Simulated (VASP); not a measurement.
## WS2: single point with LDA

The system is WS2.

```
W S
1.0
     3.18000    0.00000    0.00000
    -1.59000    2.75396    0.00000
     0.00000    0.00000   12.50000
W S
2 4
Direct
  0.66667 0.33333 0.75000
  0.33333 0.66667 0.25000
  0.66667 0.33333 0.37500
  0.33333 0.66667 0.87500
  0.66667 0.33333 0.12500
  0.33333 0.66667 0.62500
```

```yaml
Program: VASP 6.6.1
Task: single point
Functional: LDA
Potentials_or_basis: VASP PAW LDA potentials, release 64 (W_sv, S)
Cutoff: 500 eV
k_mesh: 11 × 11 × 3
Occupations: gaussian, width 0.02 eV
Spin: no spin polarisation
Dipole_correction: no
Further_INCAR_settings: ALGO = Normal; EDIFF = 1e-06; NBANDS = 35
```

```
Pressure               : -5.3 GPa
Largest force          : 0.312 eV/Å
Band gap on the k mesh : 0.98 eV (least direct gap 1.98 eV)
```

Forces on the atoms (eV/Å):
```
W    0.000  0.000  0.000
W    0.000  0.000  0.000
S    0.000  0.000 -0.312
S    0.000  0.000 -0.312
S    0.000  0.000  0.312
S    0.000  0.000  0.312
```

Stress tensor (GPa, compression positive):
```
-5.91  0.00  0.00
 0.00 -5.91  0.00
 0.00  0.00 -4.01
```

Levels at points of the mesh, in eV from the valence-band top:
| k point | band 24 | band 25 | band 26 | band 27 | band 28 | band 29 |
| --- | --- | --- | --- | --- | --- | --- |
| (0.00, 0.00, 0.00) | -1.52 | -1.14 | 0.00 | 2.23 | 2.23 | 2.24 |

Wall time 2.4 min on 1 thread of Intel(R) Xeon(R) Platinum 8488C (Sapphire Rapids), with other jobs on the host, peak memory 0.23 GiB.

Caveat: the cell stands under tension; spin-orbit coupling is left out, which moves the levels of the heavy elements. LDA gaps usually lie below the measured ones, often by a third to a half.
